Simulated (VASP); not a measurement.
Nb2Te2S:

```
Nb Te S
1.0
     2.01427    1.16294    9.33558
    -2.01427    1.16294    9.33558
     0.00000   -2.32588    9.33558
Nb Te S
2 2 1
Direct
  0.60800 0.60800 0.60800
  0.39200 0.39200 0.39200
  0.21200 0.21200 0.21200
  0.78800 0.78800 0.78800
  0.00000 0.00000 0.00000
```

Base run:

* Program: VASP 6.6.1
* Functional: PBE
* Potentials or basis: VASP PAW PBE potentials, release 64 (Nb_sv, Te, S)
* Cutoff: 520 eV
* k mesh: 6 × 6 × 6
* Occupations: gaussian, width 0.1 eV
* Spin: no spin polarisation

Its results: pressure -11.8 GPa; largest force 1.333 eV/Å.

Q: The run is repeated on the same cell with these changes: spin from no spin polarisation to collinear spin, ferrimagnetic start; further incar settings from ALGO = Normal; EDIFF = 1e-06; NBANDS = 30 to ALGO = Normal; EDIFF = 1e-06; NBANDS = 34. What comes out?

A: Pressure -10.9 GPa; net moment 2.10 μB per cell; site moments Nb +0.83; Te -0.05; S -0.00 μB; largest force 1.441 eV/Å.

Caveats: forces of over 1 eV/Å act on the atoms, so gaps and moduli don't describe the material at rest.
